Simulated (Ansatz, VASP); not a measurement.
HfO2: VASP beside Ansatz

```
O Hf
1.0
     7.20911    0.00000    0.00000
    -3.60456    6.24327    0.00000
     0.00000    0.00000   27.70527
O Hf
24 12
Direct
  0.50000 0.50000 0.28875
  0.50000 0.00000 0.28875
  0.00000 0.50000 0.28875
  0.00000 0.00000 0.28875
  0.66667 0.33333 0.34187
  0.66667 0.83333 0.34187
  0.16667 0.33333 0.34187
  0.16667 0.83333 0.34187
  0.83333 0.66667 0.39498
  0.83333 0.16667 0.39498
  0.33333 0.66667 0.39498
  0.33333 0.16667 0.39498
  0.00069 0.50082 0.44801
  0.00013 0.99958 0.44783
  0.49984 0.50035 0.44822
  0.49926 0.99923 0.44797
  0.16639 0.83410 0.49942
  0.16494 0.33159 0.49906
  0.66817 0.83516 0.49917
  0.66699 0.33252 0.49883
  0.33352 0.66563 0.55388
  0.33492 0.16862 0.55413
  0.83170 0.66491 0.55413
  0.83295 0.16757 0.55451
  0.33333 0.16667 0.31531
  0.33333 0.66667 0.31531
  0.83333 0.16667 0.31531
  0.83333 0.66667 0.31531
  0.66664 0.33342 0.42110
  0.66653 0.83318 0.42117
  0.16678 0.33346 0.42113
  0.16667 0.83326 0.42121
  0.99938 0.49929 0.52564
  0.99985 0.00019 0.52541
  0.49988 0.49967 0.52588
  0.50063 0.00075 0.52559
```

Alike in both runs: task single point; functional PBE; k mesh 3 × 3 × 1; occupations gaussian, width 0.05 eV; no spin polarisation.

|  | VASP | Ansatz |
| --- | --- | --- |
| version | VASP 6.6.1 | Ansatz 0.2.0 |
| potentials or method | VASP PAW PBE potentials, release 64 (O, Hf_pv), cutoff 520 eV | scalar-relativistic, plane waves, PAW |
| valence electrons in the cell | 264 | 456 |

Ansatz gave:

```
gap on the k mesh at the Fermi level (eV) : 4.13
least direct gap on the mesh (eV)         : 4.13
rms of the force components (eV/Å)        : 0.228
```

Q: Estimate VASP's values.

A: gap on the k mesh at the Fermi level (eV): 4.11; least direct gap on the mesh (eV): 4.11; rms of the force components (eV/Å): 0.244.

The functional is the same, so the differences come from potentials, cutoffs and numerics. VASP's potentials hold 264 valence electrons a cell and Ansatz's 456, so a difference there can come from the potentials and not from the codes.

Neither program's run includes spin-orbit coupling.
